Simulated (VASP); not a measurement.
# Sb3S2 (Pm-3m) in VASP: notebook, part 3 of 4

VASP 6.6.1. Earlier steps stand in the parts before.

**5. Single point, PBE**

This run uses another cell than the first one, of 28.17 Å³/atom.

The input, INCAR:

```
  ALGO = Normal
  EDIFF = 1E-6
  ENCUT = 520
  GGA = PE
  ISIF = 2
  ISMEAR = 0
  LASPH = T
  LCHARG = F
  LREAL = F
  LWAVE = F
  NBANDS = 22
  NELM = 100
  PREC = Accurate
  SIGMA = 0.1
```

The input, KPOINTS:

```
k-points
0
Gamma
  8 8 8
```

The input, POSCAR:

```
Sb3S2
1.0
    5.2031351622      0.0000000000      0.0000000000
    0.0000000000      5.2031351622      0.0000000000
    0.0000000000      0.0000000000      5.2031351622
Sb S
3 2
Direct
    0.5000000000      0.0000000000      0.0000000000
    0.0000000000      0.5000000000      0.0000000000
    0.0000000000      0.0000000000      0.5000000000
    0.5000000000      0.5000000000      0.5000000000
    0.0000000000      0.0000000000      0.0000000000
```

Potentials or basis: VASP PAW PBE potentials, release 64 (Sb, S).

The run is started by

```
$ cat potpaw_PBE.64/Sb/POTCAR potpaw_PBE.64/S/POTCAR > POTCAR
$ mpirun -np 1 vasp_std > vasp.out
```

OUTCAR:

```text
EDIFF = 1E-6
   ENCUT = 520
   GGA = PE
   ISIF = 2
   ISMEAR = 0
   LASPH = T
   LREAL = F
   NELM = 100
   PREC = Accurate

 ion  position               nearest neighbor table
   1  0.500  0.000  0.000-   5 2.60   5 2.60   2 3.68   3 3.68   2 3.68   2 3.68   3 3.68   3 3.68
                             3 3.68   2 3.68
   2  0.000  0.500  0.000-   5 2.60   5 2.60   1 3.68   3 3.68   1 3.68   3 3.68   3 3.68   3 3.68
                             1 3.68   1 3.68
   3  0.000  0.000  0.500-   5 2.60   5 2.60   1 3.68   1 3.68   2 3.68   2 3.68   2 3.68   2 3.68
                             1 3.68   1 3.68
   4  0.500  0.500  0.500-
   5  0.000  0.000  0.000-   1 2.60   2 2.60   3 2.60   3 2.60   2 2.60   1 2.60

  LATTYP: Found a simple cubic cell.
 ALAT       =     5.2031351622

  Lattice vectors:

 A1 = (   5.2031351622,   0.0000000000,   0.0000000000)
 A2 = (   0.0000000000,   5.2031351622,   0.0000000000)
 A3 = (   0.0000000000,   0.0000000000,   5.2031351622)

Analysis of symmetry for initial positions (statically):
=====================================================================
 Subroutine PRICEL returns:
 Original cell was already a primitive cell.

 Routine SETGRP: Setting up the symmetry group for a
 simple cubic supercell.

 Subroutine GETGRP returns: Found 48 space group operations
 (whereof 48 operations were pure point group operations)
 out of a pool of 48 trial point group operations.

The static configuration has the point symmetry O_h .

Analysis of symmetry for dynamics (positions and initial velocities):
=====================================================================
 Subroutine PRICEL returns:
 Original cell was already a primitive cell.

 Routine SETGRP: Setting up the symmetry group for a
 simple cubic supercell.

 Subroutine GETGRP returns: Found 48 space group operations
 (whereof 48 operations were pure point group operations)
 out of a pool of 48 trial point group operations.

The dynamic configuration has the point symmetry O_h .

 Subroutine INISYM returns: Found 48 space group operations
 (whereof 48 operations are pure point group operations),
 and found     1 'primitive' translations

----------------------------------------------------------------------------------------

                                     Primitive cell

  volume of cell :     140.8625

  direct lattice vectors                    reciprocal lattice vectors
     5.203135162  0.000000000  0.000000000     0.192191817  0.000000000  0.000000000
     0.000000000  5.203135162  0.000000000     0.000000000  0.192191817  0.000000000
     0.000000000  0.000000000  5.203135162     0.000000000  0.000000000  0.192191817

  length of vectors
     5.203135162  5.203135162  5.203135162     0.192191817  0.192191817  0.192191817

  position of ions in fractional coordinates (direct lattice)
     0.500000000  0.000000000  0.000000000
     0.000000000  0.500000000  0.000000000
     0.000000000  0.000000000  0.500000000
     0.500000000  0.500000000  0.500000000
     0.000000000  0.000000000  0.000000000

  ion indices of the primitive-cell ions
   primitive index   ion index
                 1           1
                 2           2
[... 29 lines left out ...]

 Following reciprocal coordinates:
            Coordinates               Weight
  0.000000  0.000000  0.000000      1.000000
  0.125000  0.000000  0.000000      6.000000
  0.250000  0.000000  0.000000      6.000000
  0.375000  0.000000  0.000000      6.000000
  0.500000  0.000000  0.000000      3.000000
  0.125000  0.125000  0.000000     12.000000
[... 16 lines left out ...]
  0.375000  0.375000  0.125000     24.000000
  0.500000  0.375000  0.125000     24.000000
 [... further k-points ...]
   k-points           NKPTS =     35   k-points in BZ     NKDIM =     35   number of bands    NBANDS=     22
   number of dos      NEDOS =    301   number of ions     NIONS =      5
   total plane-waves  NPLWV =  64000
   dimension x,y,z NGX =    40 NGY =   40 NGZ =   40
   dimension x,y,z NGXF=    80 NGYF=   80 NGZF=   80
   ions per type =               3   2
   NGX,Y,Z   is equivalent  to a cutoff of  12.78, 12.78, 12.78 a.u.
   NGXF,Y,Z  is equivalent  to a cutoff of  25.56, 25.56, 25.56 a.u.
 SYSTEM =  unknown system
   PREC   = accura    normal or accurate (medium, high low for compatibility)
   ISTART =      0    job   : 0-new  1-cont  2-samecut
   ICHARG =      2    charge: 1-file 2-atom 10-const
   ISPIN  =      1    spin polarized calculation?
   LNONCOLLINEAR =      F non collinear calculations
   LSORBIT =      F    spin-orbit coupling
   LASPH  =      T    aspherical Exc in radial PAW
   ENCUT  =  520.0 eV  38.22 Ry    6.18 a.u.   9.67  9.67  9.67*2*pi/ulx,y,z
   NELM   =    100;   NELMIN=  2; NELMDL= -5     # of ELM steps
   EDIFF  = 0.1E-05   stopping-criterion for ELM
   LREAL  =      F    real-space projection
   EDIFFG = 0.1E-04   stopping-criterion for IOM
   NSW    =      0    number of steps for IOM
   IBRION =     -1    ionic relax: 0-MD 1-quasi-New 2-CG
   NFREE  =      0    steps in history (QN), initial steepest desc. (CG)
   ISIF   =      2    stress and relaxation
   ISYM   =      2    0-nonsym 1-usesym 2-fastsym
   POTIM  = 0.5000    time-step for ionic-motion
   TEBEG  =    0.0;   TEEND  =   0.0 temperature during run
   PSTRESS=    0.0 pullay stress
   NELECT =      27.0000    total number of electrons
   NUPDOWN=      -1.0000    fix difference up-down
   EMIN   =  10.00;   EMAX   =-10.00  energy-range for DOS
   EFERMI =   0.00;   METHOD = LEGACY
   ISMEAR =     0;   SIGMA  =   0.10  broadening in eV -4-tet -1-fermi 0-gaus
   EFERMI_NEDOS =   21; number of points for ismear=-14 and -15
   IALGO  =     38    algorithm
   IMIX   =      4    mixing-type and parameters
     AMIX     =   0.40;   BMIX     =  1.00
     AMIX_MAG =   1.60;   BMIX_MAG =  1.00
  volume/ion in A,a.u.               =      28.17       190.12
  Fermi-wavevector in a.u.,A,eV,Ry     =   0.943911  1.783733 12.122351  0.890968
  Thomas-Fermi vector in A             =   2.071664
   LORBIT       =      0    0 simple, 1 ext, 2 COOP (PROOUT), +10 PAW based schemes
   GGA     = PE    functional components
   LHFCALC =     F    Hartree Fock is set to
   AEXX    =    0.0000 exact exchange contribution
   IVDW    =     0    specifies the selected vdW correction
   LEPSILON=     F    determine dielectric tensor
   LRPA    =     F    only Hartree local field effects (RPA)
 non-spin polarized calculation
 Gauss-broadening in eV      SIGMA  =   0.10
  energy-cutoff  :      520.00
  volume of cell :      140.86
 maximum number of plane-waves:      3840
 NGX is ok and might be reduce to    40
   NGX = 19   NGY = 19   NGZ = 19

 number of electron      27.0000001 magnetization

 Free energy of the ion-electron system (eV)
  ---------------------------------------------------
  ext. energy  EPLUGINS =         0.00000000
  ---------------------------------------------------
  free energy    TOTEN  =       -16.69196842 eV

  energy without entropy =      -16.65695346  energy(sigma->0) =      -16.67446094

 E-fermi :   5.5064     XC(G=0):  -9.3245

 val. band max:        5.4876204727   @ k =   0.5000   0.3750   0.2500
 cond. band min:       5.5179788479   @ k =   0.3750   0.2500   0.1250
 fundamental gap:      0.0303583752
 Fermi energy:         5.5064034431

 k-point     1 :       0.0000    0.0000    0.0000
  band No.  band energies     occupation
      1     -10.1251      2.00000
      2      -5.9325      2.00000
      3      -2.7617      2.00000
      4      -2.7617      2.00000
      5      -2.2197      2.00000
      6      -1.5271      2.00000
[... 589 lines left out ...]
     21      12.2294      0.00000
     22      12.4217      0.00000

 [... further k-points ...]

------------------------ aborting loop because EDIFF is reached ----------------------------------------

  FORCE on cell =-STRESS in cart. coord.  units (eV):
  Direction    XX          YY          ZZ          XY          YZ          ZX
  --------------------------------------------------------------------------------------
  -------------------------------------------------------------------------------------
  Total       -0.1182542     -0.1182542     -0.1182542     -0.0000000     -0.0000000      0.0000000
  in kB       -1.3450293     -1.3450293     -1.3450293     -0.0000000     -0.0000000      0.0000000
  external PRESSURE =      -1.3450293 kB  Pullay stress =       0.0000000 kB

 VOLUME and BASIS-vectors are now :
 -----------------------------------------------------------------------------
  energy-cutoff  :      520.00
  volume of cell :      140.86
      direct lattice vectors                 reciprocal lattice vectors
     5.203135162  0.000000000  0.000000000     0.192191817  0.000000000  0.000000000
     0.000000000  5.203135162  0.000000000     0.000000000  0.192191817  0.000000000
     0.000000000  0.000000000  5.203135162     0.000000000  0.000000000  0.192191817

 POSITION                                       TOTAL-FORCE (eV/Angst)
 -----------------------------------------------------------------------------------
      2.60157      0.00000      0.00000         0.000000      0.000000      0.000000
      0.00000      2.60157      0.00000         0.000000      0.000000      0.000000
      0.00000      0.00000      2.60157         0.000000      0.000000      0.000000
      2.60157      2.60157      2.60157         0.000000      0.000000      0.000000
      0.00000      0.00000      0.00000         0.000000      0.000000      0.000000
 -----------------------------------------------------------------------------------
    total drift:                                0.000000      0.000000     -0.000000

  FREE ENERGIE OF THE ION-ELECTRON SYSTEM (eV)
  ---------------------------------------------------
  free  energy   TOTEN  =       -16.6919684199 eV

  energy  without entropy=      -16.6569534635  energy(sigma->0) =      -16.67446094
```

Run time: 56 s. Hardware: 1 thread of Intel Xeon 6975P-C (Granite Rapids), shared host; peak memory 0.27 GiB.

What came out:

| Property | Result |
| --- | --- |
| Free energy | -16.6920 eV |
| Pressure | -0.1 GPa |
| Band gap on the k mesh | zero (an odd number of electrons rules out a gap without spin polarisation) |

Caveat: spin-orbit coupling is left out, which moves the levels of the heavy elements.

**6. Single point, PBE**

This run uses another cell than the first one, of 28.17 Å³/atom.

The input, INCAR:

```
SYSTEM = Sb3S2
  PREC = Accurate
  ENCUT = 520
  EDIFF = 1E-6
  ISMEAR = 0
  SIGMA = 0.1
  LREAL = .FALSE.
  LASPH = .TRUE.
  NELM = 60
  ALGO = Normal
  ISIF = 2
  LWAVE = .FALSE.
  LCHARG = .FALSE.
  GGA = PE
  NBANDS = 22
```

The input, KPOINTS:

```
regular mesh
0
G
  8 8 8
  0 0 0
```

POSCAR is that of step 5.

Potentials or basis: VASP PAW PBE potentials, release 64 (Sb, S).

The run is started by

```
$ cat potpaw_PBE.64/Sb/POTCAR potpaw_PBE.64/S/POTCAR > POTCAR
$ mpirun -np 1 vasp_std > vasp.out
```

Wall time 60 s (1 thread of Intel Xeon 6975P-C (Granite Rapids), shared host); peak memory 0.28 GiB.

The run converged. Its results:

```yaml
Free_energy: -16.6920 eV
Pressure: -0.1 GPa
Band_gap_on_the_k_mesh: zero (an odd number of electrons rules out a gap without spin polarisation)
```

Levels at points of the mesh, in eV from the Fermi level:
```tsv
k point	band 10	band 11	band 12	band 13	band 14	band 15	band 16	band 17	band 18	band 19
(0.00, 0.00, 0.00)	-2.08	-2.08	0.36	0.36	0.36	1.42	1.42	1.42	3.75	3.75
(0.50, 0.00, 0.00)	-2.07	-1.26	-0.59	-0.28	0.09	0.09	0.23	0.23	0.27	4.15
(0.50, 0.50, 0.00)	-1.85	-1.85	-1.54	-1.11	-1.11	0.06	0.24	1.22	1.22	2.47
(0.50, 0.50, 0.50)	-1.87	-1.87	0.11	0.11	0.26	0.26	0.26	0.40	2.58	2.58
```

Caveat: spin-orbit coupling is left out, which moves the levels of the heavy elements.

(Part 3 of 4 ends here.)
